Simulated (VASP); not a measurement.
A run of VASP 6.6.1:

The input INCAR:

```
PREC = Accurate
ENCUT = 600
EDIFF = 1E-6
ISMEAR = 1
SIGMA = 0.05
LREAL = F
LASPH = T
NELM = 60
ALGO = Normal
ISIF = 3
LWAVE = F
LCHARG = F
GGA = RE
IVDW = 12
IBRION = 2
NSW = 60
EDIFFG = -0.05
```

The input KPOINTS:

```
regular mesh
0
Gamma
  11 11 11
```

The input POSCAR:

```
Ca
1.0
    2.6150000000      0.0000000000      0.0000000000
    0.0000000000      2.6150000000      0.0000000000
    0.0000000000      0.0000000000      2.6150000000
Ca
1
Direct
    0.0000000000      0.0000000000      0.0000000000
```

Potentials or basis: VASP PAW PBE potentials, release 64 (Ca_sv).

Launch:

```sh
$ cat potpaw_PBE.64/Ca_sv/POTCAR > POTCAR
$ mpirun -np 1 vasp_std > vasp.out
```

Hardware: 1 thread of Intel(R) Xeon(R) Platinum 8559C (Emerald Rapids), on a shared host.

Task: Estimate the wall time of this run.

Result: It took 23 s on 1 thread of Intel(R) Xeon(R) Platinum 8559C (Emerald Rapids) (shared host), peak memory 0.16 GiB. Counts: scf iterations 54, k points 56, ion steps 5.
